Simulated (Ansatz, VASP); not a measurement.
# CoO in VASP and in Ansatz

The input INCAR:

```
SYSTEM = CoO
PREC = Accurate
ENCUT = 520
EDIFF = 1E-6
ISMEAR = 0
SIGMA = 0.05
LREAL = .False.
LASPH = .True.
NELM = 150
ALGO = Normal
ISIF = 2
LWAVE = .False.
LCHARG = .True.
ISPIN = 2
MAGMOM = 3 -3 0 0
LORBIT = 11
LMAXMIX = 4
LDAU = .True.
LDAUTYPE = 2
LDAUL = 2 -1
LDAUU = 1 0
LDAUJ = 0 0
LDAUPRINT = 1
GGA = PE
LELF = .True.
LVHAR = .True.
NBANDS = 27
```

File KPOINTS:

```
Automatic mesh
0
Gamma
  16 16 8
  0 0 0
```

Contents of POSCAR:

```
CoO
1.0
    2.6161540276      0.0000000000      0.0000000000
    0.0000000000      2.6161540276      0.0000000000
    0.0000000000      0.0000000000      5.2323080552
Co O
2 2
Direct
    0.0000000000      0.0000000000      0.0000000000
    0.0000000000      0.0000000000      0.5000000000
    0.5000000000      0.5000000000      0.2500000000
    0.5000000000      0.5000000000      0.7500000000
```

Input for Ansatz:

```yaml
crystal:
  lattice:
    - [2.6161540276, 0.0, 0.0]
    - [0.0, 2.6161540276, 0.0]
    - [0.0, 0.0, 5.2323080552]
  atoms:
    - { symbol: Co, position: [0.0, 0.0, 0.0], spin: 3.0 }
    - { symbol: O, position: [0.5, 0.5, 0.25] }
    - { symbol: Co, position: [0.0, 0.0, 0.5], spin: -3.0 }
    - { symbol: O, position: [0.5, 0.5, 0.75] }
basis:
  ecutwfc: 420
kpoints:
  mp_grid: { grid: [16, 16, 8] }
hamiltonian:
  xc: pbe
  hubbard: { sites: [{ species: Co, l: d, u_eff: 1.0 }] }
scf:
  occupations: { method: gaussian, width: 0.05 }
output:
  forces: true
  stress: true
  eigenvalues: true
  populations: true
magnetization:
  spin_polarized: true
```

Alike in both runs: task single point; functional PBE; k mesh 16 × 16 × 8; occupations gaussian, width 0.05 eV; collinear spin; Hubbard terms Co d U = 1.0 eV.

```csv
,VASP,Ansatz
version,VASP 6.6.1,Ansatz 0.2.0
potentials or method,"VASP PAW PBE potentials, release 64 (Co, O), cutoff 520 eV","scalar-relativistic, plane waves, PAW"
valence electrons in the cell,30,46
```

```csv
,VASP,Ansatz,Ansatz less VASP
gap on the k mesh at the Fermi level (eV),0.75,0.78,+0.032
least direct gap on the mesh (eV),1.04,1.08,+0.041
pressure (GPa),0.6,2.2,+1.64
net moment per atom (μB),0.00,0.00,0.000
size of the moment on the site where the two differ most (μB),2.44,2.40,-0.038
```

Site moments also hang on the region over which each program counts them. The programs project onto different local orbitals, so the same U acts differently, and such runs can settle in different states. VASP's potentials hold 30 valence electrons a cell and Ansatz's 46, so a difference there can come from the potentials and not from the codes.
